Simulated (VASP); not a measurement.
## Co: relaxation of cell and atoms with PBEsol+D3(BJ)

The system is Co.

```
Co
1.0
     2.48736    0.00000    0.00000
    -1.24368    2.15412    0.00000
     0.00000    0.00000    4.06329
Co
2
Cartesian
  0.0000 1.4361 3.0074
  1.2437 0.7180 1.0559
```

```
Program                : VASP 6.6.1
Task                   : relaxation of cell and atoms
Functional             : PBEsol
Dispersion             : D3(BJ)
Potentials or basis    : VASP PAW PBE potentials, release 64 (Co)
Cutoff                 : 600 eV
k mesh                 : 12 × 12 × 7
Occupations            : fermi-dirac, width 0.05 eV
Spin                   : collinear spin, ferromagnetic start
Starting moments       : [2.0, 2.0] μB
Dipole correction      : no
Further INCAR settings : ALGO = Normal; EDIFF = 1e-07; IBRION = 2; EDIFFG = -0.01; NSW = 60; ISIF = 3
```

- Relaxed volume: 10.05 Å³/atom
- Relaxed cell: a = 2.431 Å, b = 2.431 Å, c = 3.926 Å, α = 90.00°, β = 90.00°, γ = 120.00°
- Space group after relaxing (to 0.1 Å): P6_3/mmc (No. 194)
- Energy gained by relaxing: 56.0 meV/atom
- Ionic steps: 8
- Pressure after relaxing: 0.0 GPa
- Largest force after relaxing: 0.004 eV/Å
- Net moment: 3.03 μB per cell
- Site moments: Co +1.52 μB
- Valence electrons inside the program's atomic spheres: Co 8.43
- Dispersion energy per atom: -0.411 eV

Forces on the atoms (eV/Å):
```
Co   0.000  0.000  0.004
Co   0.000  0.000 -0.004
```

Stress tensor (GPa, compression positive):
```
 0.04  0.00  0.00
 0.00  0.04  0.00
 0.00  0.00 -0.08
```

The path:
| step | energy change (eV) | largest force (eV/Å) | pressure (GPa) | volume (Å³) |
| --- | --- | --- | --- | --- |
| 1 | 0.0000 | 0.4289 | -15.70 | 21.77 |
| 2 | 0.0089 | 0.5224 | 25.86 | 18.58 |
| 3 | -0.0955 | 0.5492 | 0.77 | 20.10 |
| 4 | -0.0955 | 0.5503 | 1.18 | 20.06 |
| 5 | -0.1115 | 0.0642 | 1.14 | 20.01 |
| 6 | -0.1117 | 0.0040 | 1.21 | 20.01 |
| 7 | -0.1115 | 0.0037 | -1.39 | 20.21 |
| 8 | -0.1120 | 0.0037 | 0.00 | 20.10 |

Final structure:
```
Co
1.0
     2.43145    0.00000    0.00000
    -1.21573    2.10570    0.00000
     0.00000    0.00000    3.92587
Co
2
Cartesian
  0.0000 1.4038 2.9442
  1.2157 0.7019 0.9817
```

Levels at points of the mesh, in eV from the Fermi level:
Spin up:
| k point | band 8 | band 9 | band 10 | band 11 | band 12 | band 13 |
| --- | --- | --- | --- | --- | --- | --- |
| (0.00, 0.00, 0.00) | -1.90 | -1.90 | -0.65 | -0.65 | -0.15 | 7.09 |
| (0.50, 0.00, 0.00) | -0.51 | -0.39 | -0.34 | 1.54 | 3.72 | 10.29 |
Spin down:
```tsv
k point	band 5	band 6	band 7	band 8	band 9	band 10
(0.00, 0.00, 0.00)	-1.14	-0.72	-0.72	-0.26	-0.26	-0.11
(0.50, 0.00, 0.00)	-1.31	-1.19	-0.73	1.25	1.41	1.44
```

It took 4 min on 1 thread of Intel(R) Xeon(R) Platinum 8488C (Sapphire Rapids), with other jobs on the host, peak memory 0.22 GiB.

Caveat: the PAW data sets were made with another functional, which shifts forces and pressure a little.
